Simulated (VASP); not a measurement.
Set up this calculation in VASP 6.6.1, as the native input.

| Item | Value |
| --- | --- |
| Task | single point |
| Functional | PBE |
| Potentials or basis | VASP PAW PBE potentials, release 64 (Sc_sv, S) |
| Cutoff | 520 eV |
| k mesh | 4 × 4 × 4 |
| Occupations | gaussian, width 0.1 eV |
| Spin | no spin polarisation |
| Dipole correction | no |
| Further INCAR settings | ALGO = Normal; EDIFF = 1e-06; NBANDS = 26 |

The structure of ScS4 lies in POSCAR:

```
ScS4
1.0
    4.8435202700      0.0000000000      0.0000000000
    0.0000000000      4.8435202700      0.0000000000
    0.0000000000      0.0000000000      4.8435202700
Sc S
1 4
Direct
    0.0000000000      0.0000000000      0.0000000000
    0.5000000000      0.0000000000      0.0000000000
    0.0000000000      0.5000000000      0.0000000000
    0.0000000000      0.0000000000      0.5000000000
    0.5000000000      0.5000000000      0.5000000000
```

The cell was generated, and may not be a known phase.

These files were run (other wordings do the same):

INCAR

```
PREC = Accurate
ENCUT = 520
EDIFF = 1E-6
ISMEAR = 0
SIGMA = 0.1
LREAL = F
LASPH = T
NELM = 100
ALGO = Normal
ISIF = 2
LWAVE = F
LCHARG = F
GGA = PE
NBANDS = 26
```

KPOINTS

```
regular mesh
0
Gamma
  4 4 4
```

Potentials or basis: VASP PAW PBE potentials, release 64 (Sc_sv, S).

Command:

```bash
$ cat potpaw_PBE.64/Sc_sv/POTCAR potpaw_PBE.64/S/POTCAR > POTCAR
$ mpirun -np 1 vasp_std > vasp.out
```

Results of the run:

```yaml
Pressure: 1.9 GPa
Band_gap_on_the_k_mesh: zero (an odd number of electrons rules out a gap without spin polarisation)
```

Wall time 22 s on 1 thread of Oxide Virtual Turin-like Processor, with other jobs on the host, peak memory 0.17 GiB.
